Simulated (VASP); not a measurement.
Runs of VASP 6.6.1 on B2Sb3Os. The structure is that of space group P4/mmm (No. 123), or close to it. The cells are those of the table. The cell was generated, and may not be a known phase.

```csv
task,cell,k mesh,cutoff (eV),gap on the mesh (eV),pressure (GPa),relaxed volume (Å³/atom)
single point,"a = 4.795, b = 4.795, c = 4.546 Å, 6 atoms",4 × 4 × 4,520,none,(a),-
relaxation of cell and atoms,"relaxed from a = 4.795, b = 4.795, c = 4.546 Å, 6 atoms",8 × 8 × 8,600,none,0.0,17.64
single point,"a = 4.763, b = 4.763, c = 5.904 Å, 6 atoms",4 × 4 × 4,520,none,-11.9,-
single point,"a = 4.889, b = 4.889, c = 4.429 Å, 6 atoms",8 × 8 × 8,520,none,0.0,-
relaxation of cell and atoms,"relaxed from a = 4.763, b = 4.763, c = 5.904 Å, 6 atoms",4 × 4 × 4,600,none,0.1,17.44
```

Alike in all rows: level PBE; potentials or basis VASP PAW PBE potentials, release 64 (B, Sb, Os); no spin polarisation; smearing gaussian 0.1 eV.

**Question.** Fill in the values left out.

**Answer.** (a) 0.2.

Caveats: spin-orbit coupling is left out, which moves the levels of the heavy elements; the stress differs along the axes, from -20 to -8 GPa (at least some runs); the volume moved by over 15 % at a fixed basis, so the end points are rough (at least some runs).

A k mesh can miss the band edges, and the runs leave out spin-orbit coupling on Os, Sb.

A gap of «none» marks levels without a gap at the run's occupations.
